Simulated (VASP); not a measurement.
# BeCdS4 (P2/m) in VASP: single point with PBE

Aim: the single point of BeCdS4 with PBE.

Everything below comes from runs of VASP 6.6.1. Logs are shortened: lines on timing, memory, paths and dates and some standing lists are left out, and cuts for length are marked.

**1. The cell of the first run**

The structure is monoclinic, space group P2/m (No. 10). Conventional cell: a = 4.823 Å, b = 3.787 Å, c = 5.952 Å, α = 90.00°, β = 90.07°, γ = 90.00°. Be (site symmetry 2/m) has 6 S at 2.32 to 2.42 Å within 3.1 Å. Cd (site symmetry 2/m) has 12 S at 2.66 to 3.73 Å and 2 Cd at 3.79 Å within 3.8 Å. Within 2.8 Å of S (site symmetry m) lie 1 S at 2.14 Å and 2 Be at 2.42 Å and 1 Cd at 2.71 Å. S (site symmetry m) has 1 S at 2.09 Å and 1 Be at 2.32 Å and 2 Cd at 2.66 Å within 2.8 Å.

The cell was generated, and may not be a known phase.

**2. Single point, PBE**

INCAR

```
SYSTEM = BeCdS4
ALGO     = Normal         ! electronic algorithm
EDIFF    = 1E-6           ! SCF threshold, eV
ENCUT    = 630            ! plane-wave cutoff, eV
GGA      = PE             ! functional
GGA_COMPAT= .FALSE.      
ISIF     = 2              ! what is computed and relaxed
ISMEAR   = 0              ! smearing method
LASPH    = .TRUE.         ! aspherical terms in the spheres
LCHARG   = .TRUE.         ! write CHGCAR
LELF     = .TRUE.         ! ELF
LREAL    = .FALSE.        ! projectors in reciprocal space
LVHAR    = .TRUE.       
LWAVE    = .FALSE.        ! write WAVECAR
NBANDS   = 32             ! bands
NELM     = 120            ! most SCF steps
PREC     = Accurate       ! precision mode
SIGMA    = 0.2            ! smearing width, eV
```

KPOINTS

```
k-points
0
G
  3 5 3
  0 0 0
```

POSCAR

```
BeCdS4
1.0
    4.8234295690      0.0000000000      0.0055532635
    0.0000000000      3.7867106160      0.0000000000
    0.0004326224      0.0000000000      5.9517225234
Be Cd S
1 1 4
Direct
    0.0000000000      0.0000000000      0.0000000000
    0.5000000000      0.5000000000      0.5000000000
    0.2985051415      0.5000000000      0.0754869392
    0.7014948585      0.5000000000      0.9245130608
    0.8534588419      0.0000000000      0.3710704965
    0.1465411581      0.0000000000      0.6289295035
```

Potentials or basis: VASP PAW PBE potentials, release 64 (Be, Cd_sv_GW, S).

Launch:

```sh
$ cat potpaw_PBE.64/Be/POTCAR potpaw_PBE.64/Cd_sv_GW/POTCAR potpaw_PBE.64/S/POTCAR > POTCAR
$ mpirun -np 1 vasp_std > vasp.out
```

OUTCAR:

```text
SYSTEM = BeCdS4
   EDIFF = 1E-6
   ENCUT = 630
   GGA = PE
   ISIF = 2
   ISMEAR = 0
   LASPH = .TRUE.
   LREAL = .FALSE.
   NELM = 120
   PREC = Accurate

 ion  position               nearest neighbor table
   1  0.000  0.000  0.000-   5 2.32   6 2.32   3 2.42   4 2.42   3 2.42   4 2.42
   2  0.500  0.500  0.500-   5 2.66   6 2.66   5 2.66   6 2.66   3 2.71   4 2.71
   3  0.299  0.500  0.075-   4 2.14   1 2.42   1 2.42   2 2.71
   4  0.701  0.500  0.925-   3 2.14   1 2.42   1 2.42   2 2.71
   5  0.853  0.000  0.371-   6 2.09   1 2.32   2 2.66   2 2.66
   6  0.147  0.000  0.629-   5 2.09   1 2.32   2 2.66   2 2.66

  LATTYP: Found a simple monoclinic cell.
 ALAT       =     4.8234327658
 B/A-ratio  =     0.7850654917
 C/A-ratio  =     1.2339184204
 COS(beta)  =    -0.0012239980

  Lattice vectors:

 A1 = (   4.8234295690,   0.0000000000,   0.0055532635)
 A2 = (   0.0000000000,  -3.7867106160,   0.0000000000)
 A3 = (  -0.0004326224,   0.0000000000,  -5.9517225234)

Analysis of symmetry for initial positions (statically):
=====================================================================
 Subroutine PRICEL returns:
 Original cell was already a primitive cell.

 Routine SETGRP: Setting up the symmetry group for a
 simple monoclinic supercell.

 Subroutine GETGRP returns: Found  4 space group operations
 (whereof  4 operations were pure point group operations)
 out of a pool of  4 trial point group operations.

The static configuration has the point symmetry C_2h.

Analysis of symmetry for dynamics (positions and initial velocities):
=====================================================================
 Subroutine PRICEL returns:
 Original cell was already a primitive cell.

 Routine SETGRP: Setting up the symmetry group for a
 simple monoclinic supercell.

 Subroutine GETGRP returns: Found  4 space group operations
 (whereof  4 operations were pure point group operations)
 out of a pool of  4 trial point group operations.

The dynamic configuration has the point symmetry C_2h.

 Subroutine INISYM returns: Found  4 space group operations
 (whereof  4 operations are pure point group operations),
 and found     1 'primitive' translations

----------------------------------------------------------------------------------------

                                     Primitive cell

  volume of cell :     108.7078

  direct lattice vectors                    reciprocal lattice vectors
     4.823429569  0.000000000  0.005553263     0.207321382  0.000000000 -0.000015070
     0.000000000  3.786710616  0.000000000     0.000000000  0.264081442  0.000000000
     0.000432622  0.000000000  5.951722523    -0.000193442  0.000000000  0.168018600

  length of vectors
     4.823432766  3.786710616  5.951722539     0.207321382  0.264081442  0.168018711

  position of ions in fractional coordinates (direct lattice)
     0.000000000  0.000000000  0.000000000
     0.500000000  0.500000000  0.500000000
     0.298505142  0.500000000  0.075486939
     0.701494858  0.500000000  0.924513061
     0.853458842  0.000000000  0.371070497
     0.146541158  0.000000000  0.628929503

  ion indices of the primitive-cell ions
   primitive index   ion index
                 1           1
                 2           2
                 3           3
                 4           4
                 5           5
                 6           6

----------------------------------------------------------------------------------------

 KPOINTS: k-points

Automatic generation of k-mesh.
 Grid dimensions read from file:
 generate k-points for:    3    5    3

 Generating k-lattice:

  Cartesian coordinates                     Fractional coordinates (reciprocal lattice)
     0.069107127  0.000000000 -0.000005023     0.333333333  0.000000000  0.000000000
     0.000000000  0.052816288  0.000000000     0.000000000  0.200000000  0.000000000
    -0.000064481  0.000000000  0.056006200    -0.000000000  0.000000000  0.333333333

  Length of vectors
     0.069107127  0.052816288  0.056006237

  Shift w.r.t. Gamma in fractional coordinates (k-lattice)
     0.000000000  0.000000000  0.000000000

 Subroutine IBZKPT returns following result:
 ===========================================

 Found     15 irreducible k-points:

 Following reciprocal coordinates:
            Coordinates               Weight
  0.000000  0.000000  0.000000      1.000000
  0.333333  0.000000 -0.000000      2.000000
  0.000000  0.200000  0.000000      2.000000
  0.333333  0.200000 -0.000000      4.000000
  0.000000  0.400000  0.000000      2.000000
  0.333333  0.400000 -0.000000      4.000000
 -0.000000  0.000000  0.333333      2.000000
  0.333333  0.000000  0.333333      2.000000
 -0.333333  0.000000  0.333333      2.000000
 -0.000000  0.200000  0.333333      4.000000
  0.333333  0.200000  0.333333      4.000000
 -0.333333  0.200000  0.333333      4.000000
 -0.000000  0.400000  0.333333      4.000000
  0.333333  0.400000  0.333333      4.000000
 -0.333333  0.400000  0.333333      4.000000
   k-points           NKPTS =     15   k-points in BZ     NKDIM =     15   number of bands    NBANDS=     32
   number of dos      NEDOS =    301   number of ions     NIONS =      6
   total plane-waves  NPLWV =  64000
   dimension x,y,z NGX =    40 NGY =   32 NGZ =   50
   dimension x,y,z NGXF=    80 NGYF=   64 NGZF=  100
   ions per type =               1   1   4
   NGX,Y,Z   is equivalent  to a cutoff of  13.79, 14.05, 13.97 a.u.
   NGXF,Y,Z  is equivalent  to a cutoff of  27.57, 28.10, 27.93 a.u.
 SYSTEM =  BeCdS4
   PREC   = accura    normal or accurate (medium, high low for compatibility)
   ISTART =      0    job   : 0-new  1-cont  2-samecut
   ICHARG =      2    charge: 1-file 2-atom 10-const
   ISPIN  =      1    spin polarized calculation?
   LNONCOLLINEAR =      F non collinear calculations
   LSORBIT =      F    spin-orbit coupling
   LASPH  =      T    aspherical Exc in radial PAW
   ENCUT  =  630.0 eV  46.30 Ry    6.80 a.u.   9.87  7.75 12.18*2*pi/ulx,y,z
   NELM   =    120;   NELMIN=  2; NELMDL= -5     # of ELM steps
   EDIFF  = 0.1E-05   stopping-criterion for ELM
   LREAL  =      F    real-space projection
   EDIFFG = 0.1E-04   stopping-criterion for IOM
   NSW    =      0    number of steps for IOM
   IBRION =     -1    ionic relax: 0-MD 1-quasi-New 2-CG
   NFREE  =      0    steps in history (QN), initial steepest desc. (CG)
   ISIF   =      2    stress and relaxation
   ISYM   =      2    0-nonsym 1-usesym 2-fastsym
   POTIM  = 0.5000    time-step for ionic-motion
   TEBEG  =    0.0;   TEEND  =   0.0 temperature during run
   PSTRESS=    0.0 pullay stress
   NELECT =      46.0000    total number of electrons
   NUPDOWN=      -1.0000    fix difference up-down
   EMIN   =  10.00;   EMAX   =-10.00  energy-range for DOS
   EFERMI =   0.00;   METHOD = LEGACY
   ISMEAR =     0;   SIGMA  =   0.20  broadening in eV -4-tet -1-fermi 0-gaus
   EFERMI_NEDOS =   21; number of points for ismear=-14 and -15
   IALGO  =     38    algorithm
   IMIX   =      4    mixing-type and parameters
     AMIX     =   0.40;   BMIX     =  1.00
     AMIX_MAG =   1.60;   BMIX_MAG =  1.00
  volume/ion in A,a.u.               =      18.12       122.27
  Fermi-wavevector in a.u.,A,eV,Ry     =   1.229062  2.322591 20.552879  1.510594
  Thomas-Fermi vector in A             =   2.363964
   LORBIT       =      0    0 simple, 1 ext, 2 COOP (PROOUT), +10 PAW based schemes
   GGA     = PE    functional components
   LHFCALC =     F    Hartree Fock is set to
   AEXX    =    0.0000 exact exchange contribution
   IVDW    =     0    specifies the selected vdW correction
   LEPSILON=     F    determine dielectric tensor
   LRPA    =     F    only Hartree local field effects (RPA)
 non-spin polarized calculation
 Gauss-broadening in eV      SIGMA  =   0.20
  energy-cutoff  :      630.00
  volume of cell :      108.71
 maximum number of plane-waves:      3921
   NGX = 19   NGY = 15   NGZ = 25

 number of electron      45.9999993 magnetization

 Free energy of the ion-electron system (eV)
  ---------------------------------------------------
  ext. energy  EPLUGINS =         0.00000000
  ---------------------------------------------------
  free energy    TOTEN  =       -22.77287701 eV

  energy without entropy =      -22.77276366  energy(sigma->0) =      -22.77282034

 E-fermi :   6.0712     XC(G=0): -10.0473

 val. band max:        5.6475954810   @ k =  -0.0000   0.0000   0.3333
 cond. band min:       6.4951043338   @ k =   0.3333   0.0000  -0.0000
 fundamental gap:      0.8475088529
 Fermi energy:         6.0712125871

 k-point     1 :       0.0000    0.0000    0.0000
  band No.  band energies     occupation
      1     -96.6686      2.00000
      2     -57.7458      2.00000
      3     -57.7405      2.00000
      4     -57.7215      2.00000
      5     -10.2917      2.00000
      6      -9.1981      2.00000
[... 24 lines left out ...]
     31      12.2037      0.00000
     32      12.6679      0.00000

 k-point     2 :       0.3333    0.0000   -0.0000
  band No.  band energies     occupation
      1     -96.6686      2.00000
      2     -57.7458      2.00000
      3     -57.7405      2.00000
      4     -57.7215      2.00000
      5      -9.9454      2.00000
      6      -9.2403      2.00000
[... 24 lines left out ...]
     31      11.3185      0.00000
     32      11.9874      0.00000
[... 418 lines left out ...]
     31      11.5378      0.00000
     32      13.2213      0.00000

 k-point    15 :      -0.3333    0.4000    0.3333
  band No.  band energies     occupation
      1     -96.6685      2.00000
      2     -57.7457      2.00000
      3     -57.7415      2.00000
      4     -57.7214      2.00000
      5      -9.5640      2.00000
      6      -9.1470      2.00000
[... 24 lines left out ...]
     31      12.4334      0.00000
     32      13.0472      0.00000

------------------------ aborting loop because EDIFF is reached ----------------------------------------

  FORCE on cell =-STRESS in cart. coord.  units (eV):
  Direction    XX          YY          ZZ          XY          YZ          ZX
  --------------------------------------------------------------------------------------
  -------------------------------------------------------------------------------------
  Total       -0.2192211      0.1201603     -0.2437150      0.0000000      0.0000000     -0.0856425
  in kB       -3.2309652      1.7709685     -3.5919661      0.0000000      0.0000000     -1.2622320
  external PRESSURE =      -1.6839876 kB  Pullay stress =       0.0000000 kB

 VOLUME and BASIS-vectors are now :
 -----------------------------------------------------------------------------
  energy-cutoff  :      630.00
  volume of cell :      108.71
      direct lattice vectors                 reciprocal lattice vectors
     4.823429569  0.000000000  0.005553263     0.207321382  0.000000000 -0.000015070
     0.000000000  3.786710616  0.000000000     0.000000000  0.264081442  0.000000000
     0.000432622  0.000000000  5.951722523    -0.000193442  0.000000000  0.168018600

 POSITION                                       TOTAL-FORCE (eV/Angst)
 -----------------------------------------------------------------------------------
      0.00000      0.00000      0.00000        -0.000000      0.000000      0.000000
      2.41193      1.89336      2.97864        -0.000000      0.000000      0.000000
      1.43985      1.89336      0.45093         0.064431      0.000000     -0.013443
      3.38401      1.89336      5.50634        -0.064431      0.000000      0.013443
      4.11676      0.00000      2.21325         0.078052     -0.000000      0.073736
      0.70710      0.00000      3.74403        -0.078052      0.000000     -0.073736
 -----------------------------------------------------------------------------------
    total drift:                                0.000000      0.000000     -0.000000

  FREE ENERGIE OF THE ION-ELECTRON SYSTEM (eV)
  ---------------------------------------------------
  free  energy   TOTEN  =       -22.7728770059 eV

  energy  without entropy=      -22.7727636648  energy(sigma->0) =      -22.77282034
```

Run time: 91 s. Hardware: 1 thread of AMD EPYC 7R43 (Zen 3), shared host; peak memory 0.24 GiB.

Results:

* Free energy: -22.7729 eV
* Pressure: -0.2 GPa
* Largest force: 0.107 eV/Å
* Band gap on the k mesh: 0.85 eV (least direct gap 1.03 eV)

Forces in eV/Å, atoms in the order of the input:
```
Be   0.000  0.000  0.000
Cd   0.000  0.000  0.000
S    0.064  0.000 -0.013
S   -0.064  0.000  0.013
S    0.078  0.000  0.074
S   -0.078  0.000 -0.074
```

Levels at points of the mesh, in eV from the valence-band top:
```
           k point  band 19  band 20  band 21  band 22  band 23  band 24  band 25  band 26  band 27  band 28
(0.00, 0.00, 0.00)    -3.72    -2.72    -0.98    -0.65    -0.21     1.88     2.46     2.81     2.95     4.13
```

Caveat: the k points lie up to 0.43 Å⁻¹ apart. A k mesh can miss the band edges.
